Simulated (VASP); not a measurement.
# Ir (Pm-3n) in VASP: relaxation of cell and atoms with r2SCAN

Aim: the relaxation of cell and atoms of Ir with r2SCAN.

All numbers are computed with VASP 6.6.1; they aren't measurements. Logs are shortened: lines on timing, memory, paths and dates and some standing lists are left out, and cuts for length are marked.

### Step 1. The cell of the first run

The structure is cubic, space group Pm-3n (No. 223). The conventional cell has a = 4.877 Å, b = 4.877 Å, c = 4.877 Å, α = 90.00°, β = 90.00°, γ = 90.00°. Ir (site symmetry m-3) has 12 Ir at 2.73 Å within 3.6 Å. Ir (site symmetry -4m2) has 14 Ir at 2.44 to 2.99 Å within 3.2 Å.

### Step 2. Relaxation of cell and atoms, r2SCAN

POSCAR

```
Ir
1.0
    4.8773957365      0.0000000000      0.0000000000
    0.0000000000      4.8773957365      0.0000000000
    0.0000000000      0.0000000000      4.8773957365
Ir
8
Direct
    0.5000000000      0.5000000000      0.5000000000
    0.0000000000      0.0000000000      0.0000000000
    0.2500000000      0.0000000000      0.5000000000
    0.5000000000      0.2500000000      0.0000000000
    0.5000000000      0.7500000000      0.0000000000
    0.7500000000      0.0000000000      0.5000000000
    0.0000000000      0.5000000000      0.7500000000
    0.0000000000      0.5000000000      0.2500000000
```

INCAR.step1

```
SYSTEM = Ir
  ALGO = Normal
  EDIFF = 1E-5
  EDIFFG = -0.005
  ENCUT = 550
  GGA = PE
  GGA_COMPAT = .FALSE.
  IBRION = 2
  ISIF = 3
  ISMEAR = 0
  LASPH = .TRUE.
  LCHARG = .FALSE.
  LREAL = .FALSE.
  LWAVE = .TRUE.
  NELM = 120
  NELMIN = 4
  NSW = 100
  PREC = Accurate
  SIGMA = 0.1
```

INCAR.step2

```
SYSTEM = Ir
  ALGO = Normal
  EDIFF = 1E-7
  EDIFFG = -0.04
  ENCUT = 550
  GGA_COMPAT = .FALSE.
  IBRION = 2
  ISIF = 3
  ISMEAR = 0
  ISTART = 1
  LASPH = .TRUE.
  LCHARG = .FALSE.
  LMIXTAU = .TRUE.
  LREAL = .FALSE.
  LWAVE = .FALSE.
  METAGGA = R2SCAN
  NELM = 120
  NELMIN = 4
  NSW = 90
  PREC = Accurate
  SIGMA = 0.1
```

KPOINTS

```
k-points
0
G
  4 4 4
  0 0 0
```

Potentials or basis: VASP PAW PBE potentials, release 64 (Ir_sv_GW).

On the command line:

```bash
$ cat potpaw_PBE.64/Ir_sv_GW/POTCAR > POTCAR
$ cp INCAR.step1 INCAR
$ mpirun -np 1 vasp_std > vasp.out
$ cp INCAR.step2 INCAR
$ mpirun -np 1 vasp_std > vasp.out
```

OUTCAR:

```text
SYSTEM = Ir
   EDIFF = 1E-7
   EDIFFG = -0.04
   ENCUT = 550
   IBRION = 2
   ISIF = 3
   ISMEAR = 0
   ISTART = 1
   LASPH = .TRUE.
   LREAL = .FALSE.
   METAGGA = R2SCAN
   NELM = 120
   NELMIN = 4
   NSW = 90
   PREC = Accurate

 ion  position               nearest neighbor table
   1  0.500  0.500  0.500-   3 2.73   4 2.73   5 2.73   6 2.73   7 2.73   8 2.73   4 2.73   5 2.73
                             3 2.73   6 2.73   7 2.73   8 2.73
   2  0.000  0.000  0.000-   3 2.73   4 2.73   5 2.73   6 2.73   7 2.73   8 2.73   3 2.73   6 2.73
                             7 2.73   8 2.73   4 2.73   5 2.73
   3  0.250  0.000  0.500-   6 2.44   6 2.44   1 2.73   2 2.73   1 2.73   2 2.73   4 2.99   5 2.99
                             4 2.99   5 2.99   8 2.99   7 2.99   8 2.99   7 2.99
   4  0.500  0.250  0.000-   5 2.44   5 2.44   1 2.73   1 2.73   2 2.73   2 2.73   3 2.99   6 2.99
                             6 2.99   3 2.99   8 2.99   7 2.99   7 2.99   8 2.99
   5  0.500  0.750  0.000-   4 2.44   4 2.44   1 2.73   1 2.73   2 2.73   2 2.73   3 2.99   6 2.99
                             6 2.99   3 2.99   8 2.99   7 2.99   7 2.99   8 2.99
   6  0.750  0.000  0.500-   3 2.44   3 2.44   1 2.73   2 2.73   1 2.73   2 2.73   4 2.99   5 2.99
                             5 2.99   4 2.99   8 2.99   7 2.99   8 2.99   7 2.99
   7  0.000  0.500  0.750-   8 2.44   8 2.44   1 2.73   2 2.73   2 2.73   1 2.73   3 2.99   4 2.99
                             5 2.99   3 2.99   6 2.99   6 2.99   4 2.99   5 2.99
   8  0.000  0.500  0.250-   7 2.44   7 2.44   1 2.73   2 2.73   2 2.73   1 2.73   3 2.99   4 2.99
                             5 2.99   3 2.99   6 2.99   6 2.99   4 2.99   5 2.99

  LATTYP: Found a simple cubic cell.
 ALAT       =     4.8773957365

  Lattice vectors:

 A1 = (   4.8773957365,   0.0000000000,   0.0000000000)
 A2 = (   0.0000000000,   4.8773957365,   0.0000000000)
 A3 = (   0.0000000000,   0.0000000000,   4.8773957365)

Analysis of symmetry for initial positions (statically):
=====================================================================
 Subroutine PRICEL returns:
 Original cell was already a primitive cell.

 Routine SETGRP: Setting up the symmetry group for a
 simple cubic supercell.

 Subroutine GETGRP returns: Found 48 space group operations
 (whereof 24 operations were pure point group operations)
 out of a pool of 48 trial point group operations.

The static configuration has the point symmetry T_h .
 The point group associated with its full space group is O_h .

Analysis of symmetry for dynamics (positions and initial velocities):
=====================================================================
 Subroutine PRICEL returns:
 Original cell was already a primitive cell.

 Routine SETGRP: Setting up the symmetry group for a
 simple cubic supercell.

 Subroutine GETGRP returns: Found 48 space group operations
 (whereof 24 operations were pure point group operations)
 out of a pool of 48 trial point group operations.

The dynamic configuration has the point symmetry T_h .
 The point group associated with its full space group is O_h .

 Subroutine INISYM returns: Found 48 space group operations
 (whereof 24 operations are pure point group operations),
 and found     1 'primitive' translations

----------------------------------------------------------------------------------------

                                     Primitive cell

  volume of cell :     116.0283

  direct lattice vectors                    reciprocal lattice vectors
     4.877395736  0.000000000  0.000000000     0.205027448  0.000000000  0.000000000
     0.000000000  4.877395736  0.000000000     0.000000000  0.205027448  0.000000000
     0.000000000  0.000000000  4.877395736     0.000000000  0.000000000  0.205027448

  length of vectors
     4.877395736  4.877395736  4.877395736     0.205027448  0.205027448  0.205027448

  position of ions in fractional coordinates (direct lattice)
     0.500000000  0.500000000  0.500000000
     0.000000000  0.000000000  0.000000000
     0.250000000  0.000000000  0.500000000
     0.500000000  0.250000000  0.000000000
     0.500000000  0.750000000  0.000000000
     0.750000000  0.000000000  0.500000000
     0.000000000  0.500000000  0.750000000
     0.000000000  0.500000000  0.250000000

  ion indices of the primitive-cell ions
   primitive index   ion index
                 1           1
                 2           2
                 3           3
                 4           4
                 5           5
                 6           6
                 7           7
                 8           8

----------------------------------------------------------------------------------------

 KPOINTS: k-points

Automatic generation of k-mesh.
 Grid dimensions read from file:
 generate k-points for:    4    4    4

 Generating k-lattice:

  Cartesian coordinates                     Fractional coordinates (reciprocal lattice)
     0.051256862  0.000000000  0.000000000     0.250000000  0.000000000  0.000000000
     0.000000000  0.051256862  0.000000000     0.000000000  0.250000000  0.000000000
     0.000000000  0.000000000  0.051256862     0.000000000  0.000000000  0.250000000

  Length of vectors
     0.051256862  0.051256862  0.051256862

  Shift w.r.t. Gamma in fractional coordinates (k-lattice)
     0.000000000  0.000000000  0.000000000

 Subroutine IBZKPT returns following result:
 ===========================================

 Found     10 irreducible k-points:

 Following reciprocal coordinates:
            Coordinates               Weight
  0.000000  0.000000  0.000000      1.000000
  0.250000  0.000000  0.000000      6.000000
  0.500000  0.000000  0.000000      3.000000
  0.250000  0.250000  0.000000     12.000000
  0.500000  0.250000  0.000000     12.000000
  0.500000  0.500000  0.000000      3.000000
  0.250000  0.250000  0.250000      8.000000
  0.500000  0.250000  0.250000     12.000000
  0.500000  0.500000  0.250000      6.000000
  0.500000  0.500000  0.500000      1.000000
   k-points           NKPTS =     10   k-points in BZ     NKDIM =     10   number of bands    NBANDS=     81
   number of dos      NEDOS =    301   number of ions     NIONS =      8
   total plane-waves  NPLWV =  64000
   dimension x,y,z NGX =    40 NGY =   40 NGZ =   40
   dimension x,y,z NGXF=    80 NGYF=   80 NGZF=   80
   ions per type =               8
   NGX,Y,Z   is equivalent  to a cutoff of  13.63, 13.63, 13.63 a.u.
   NGXF,Y,Z  is equivalent  to a cutoff of  27.27, 27.27, 27.27 a.u.
 SYSTEM =  Ir
   PREC   = accura    normal or accurate (medium, high low for compatibility)
   ISTART =      1    job   : 0-new  1-cont  2-samecut
   ICHARG =      0    charge: 1-file 2-atom 10-const
   ISPIN  =      1    spin polarized calculation?
   LNONCOLLINEAR =      F non collinear calculations
   LSORBIT =      F    spin-orbit coupling
   LASPH  =      T    aspherical Exc in radial PAW
   ENCUT  =  550.0 eV  40.42 Ry    6.36 a.u.   9.33  9.33  9.33*2*pi/ulx,y,z
   NELM   =    120;   NELMIN=  4; NELMDL=  0     # of ELM steps
   EDIFF  = 0.1E-06   stopping-criterion for ELM
   LREAL  =      F    real-space projection
   EDIFFG = -.4E-01   stopping-criterion for IOM
   NSW    =     90    number of steps for IOM
   IBRION =      2    ionic relax: 0-MD 1-quasi-New 2-CG
   NFREE  =      1    steps in history (QN), initial steepest desc. (CG)
   ISIF   =      3    stress and relaxation
   ISYM   =      2    0-nonsym 1-usesym 2-fastsym
   POTIM  = 0.5000    time-step for ionic-motion
   TEBEG  =    0.0;   TEEND  =   0.0 temperature during run
   PSTRESS=    0.0 pullay stress
   NELECT =     136.0000    total number of electrons
   NUPDOWN=      -1.0000    fix difference up-down
   EMIN   =  10.00;   EMAX   =-10.00  energy-range for DOS
   EFERMI =   0.00;   METHOD = LEGACY
   ISMEAR =     0;   SIGMA  =   0.10  broadening in eV -4-tet -1-fermi 0-gaus
   EFERMI_NEDOS =   21; number of points for ismear=-14 and -15
   IALGO  =     38    algorithm
   IMIX   =      4    mixing-type and parameters
     AMIX     =   0.40;   BMIX     =  1.00
     AMIX_MAG =   1.60;   BMIX_MAG =  1.00
  volume/ion in A,a.u.               =      14.50        97.87
  Fermi-wavevector in a.u.,A,eV,Ry     =   1.726102  3.261860 40.537584  2.979428
  Thomas-Fermi vector in A             =   2.801477
   LORBIT       =      0    0 simple, 1 ext, 2 COOP (PROOUT), +10 PAW based schemes
   METAGGA = R2SCAN    functional components
   LHFCALC =     F    Hartree Fock is set to
   AEXX    =    0.0000 exact exchange contribution
   IVDW    =     0    specifies the selected vdW correction
   LEPSILON=     F    determine dielectric tensor
   LRPA    =     F    only Hartree local field effects (RPA)
 conjugate gradient relaxation of ions
 non-spin polarized calculation
 Gauss-broadening in eV      SIGMA  =   0.10
  energy-cutoff  :      550.00
  volume of cell :      116.03
 maximum number of plane-waves:      3448
 NGX is ok and might be reduce to    40
   NGX = 19   NGY = 19   NGZ = 19

--------------------------------------- Ionic step        1  -------------------------------------------

 number of electron     135.9999998 magnetization

 Free energy of the ion-electron system (eV)
  ---------------------------------------------------
  ext. energy  EPLUGINS =         0.00000000
  ---------------------------------------------------
  free energy    TOTEN  =      -418.55075873 eV

  energy without entropy =     -418.48642197  energy(sigma->0) =     -418.51859035

------------------------ aborting loop because EDIFF is reached ----------------------------------------

  FORCE on cell =-STRESS in cart. coord.  units (eV):
  Direction    XX          YY          ZZ          XY          YZ          ZX
  --------------------------------------------------------------------------------------
  -------------------------------------------------------------------------------------
  Total        3.5361714      3.5361714      3.5361714     -0.0000000     -0.0000000      0.0000000
  in kB       48.8292341     48.8292341     48.8292341     -0.0000000     -0.0000000      0.0000000
  external PRESSURE =      48.8292341 kB  Pullay stress =       0.0000000 kB
[... 69 lines left out ...]
  energy  without entropy=     -418.1954262264  energy(sigma->0) =     -418.23155887

--------------------------------------- Ionic step        3  -------------------------------------------

 number of electron     135.9999997 magnetization

 Free energy of the ion-electron system (eV)
  ---------------------------------------------------
  ext. energy  EPLUGINS =         0.00000000
  ---------------------------------------------------
  free energy    TOTEN  =      -418.57413993 eV

  energy without entropy =     -418.50819414  energy(sigma->0) =     -418.54116704

 E-fermi :  12.0511     XC(G=0): -15.5802

 val. band max:       12.0179493721   @ k =   0.2500   0.2500   0.2500
 cond. band min:      12.0599125936   @ k =   0.5000   0.5000   0.2500
 fundamental gap:      0.0419632216
 Fermi energy:        12.0511092933

 k-point     1 :       0.0000    0.0000    0.0000
  band No.  band energies     occupation
      1     -83.0189      2.00000
      2     -83.0129      2.00000
      3     -82.7549      2.00000
      4     -82.7424      2.00000
      5     -82.7424      2.00000
      6     -82.6528      2.00000
[... 819 lines left out ...]
     79      13.2862      0.00000
     80      13.2862      0.00000
 [bands above 80 left out]

------------------------ aborting loop because EDIFF is reached ----------------------------------------

  FORCE on cell =-STRESS in cart. coord.  units (eV):
  Direction    XX          YY          ZZ          XY          YZ          ZX
  --------------------------------------------------------------------------------------
  -------------------------------------------------------------------------------------
  Total       -0.0632806     -0.0632806     -0.0632806     -0.0000000     -0.0000000      0.0000000
  in kB       -0.8619453     -0.8619453     -0.8619453     -0.0000000     -0.0000000      0.0000000
  external PRESSURE =      -0.8619453 kB  Pullay stress =       0.0000000 kB
[... 23 lines left out ...]
  FREE ENERGIE OF THE ION-ELECTRON SYSTEM (eV)
  ---------------------------------------------------
  free  energy   TOTEN  =      -418.5741399342 eV

  energy  without entropy=     -418.5081941381  energy(sigma->0) =     -418.54116704

 reached required accuracy - stopping structural energy minimisation
```

It took 20 min on 1 thread of AMD EPYC 9R45 (Zen 5), shared host; peak memory 0.28 GiB.

What came out:

```
Free energy                           : -418.5741 eV
Relaxed volume                        : 14.70 Å³/atom
Relaxed cell                          : a = 4.900 Å, b = 4.900 Å, c = 4.900 Å, α = 90.00°, β = 90.00°, γ = 90.00°
Space group after relaxing (to 0.1 Å) : Pm-3n (No. 223)
Energy gained by relaxing             : 2.9 meV/atom
Ionic steps                           : 3
Pressure after relaxing               : -0.1 GPa
Band gap on the k mesh                : zero (bands 68 and 69 overlap by 0.54 eV)
```

Step by step:
| step | energy change (eV) | largest force (eV/Å) | pressure (GPa) | volume (Å³) |
| --- | --- | --- | --- | --- |
| 1 | 0.0000 | 0.0000 | 4.88 | 116.03 |
| 2 | 0.2831 | 0.0000 | -15.49 | 123.61 |
| 3 | -0.0234 | 0.0000 | -0.09 | 117.63 |

Final structure:
```cif
data_structure
_symmetry_space_group_name_H-M 'P 1'
_symmetry_Int_Tables_number 1
_cell_length_a 4.8997
_cell_length_b 4.8997
_cell_length_c 4.8997
_cell_angle_alpha 90.000
_cell_angle_beta 90.000
_cell_angle_gamma 90.000
_cell_volume 117.63
loop_
_atom_site_label
_atom_site_type_symbol
_atom_site_fract_x
_atom_site_fract_y
_atom_site_fract_z
_atom_site_occupancy
Ir1 Ir 0.50000 0.50000 0.50000 1
Ir2 Ir 0.00000 0.00000 0.00000 1
Ir3 Ir 0.25000 0.00000 0.50000 1
Ir4 Ir 0.50000 0.25000 0.00000 1
Ir5 Ir 0.50000 0.75000 0.00000 1
Ir6 Ir 0.75000 0.00000 0.50000 1
Ir7 Ir 0.00000 0.50000 0.75000 1
Ir8 Ir 0.00000 0.50000 0.25000 1
```

Levels at points of the mesh, in eV from the Fermi level:
```tsv
k point	band 66	band 67	band 68	band 69	band 70	band 71
(0.00, 0.00, 0.00)	-0.46	-0.46	0.34	0.34	0.34	0.92
(0.50, 0.00, 0.00)	-0.48	-0.23	-0.23	-0.19	-0.19	0.88
(0.50, 0.50, 0.00)	-0.81	-0.14	-0.12	-0.12	0.08	0.31
(0.50, 0.50, 0.50)	-0.32	-0.32	-0.32	0.08	0.08	0.08
```

Caveat: the PAW data sets were made with another functional, which shifts forces and pressure a little; spin-orbit coupling is left out, which moves the levels of the heavy elements.

The gap in the log of VASP goes by the Fermi energy; the results here count the filled bands.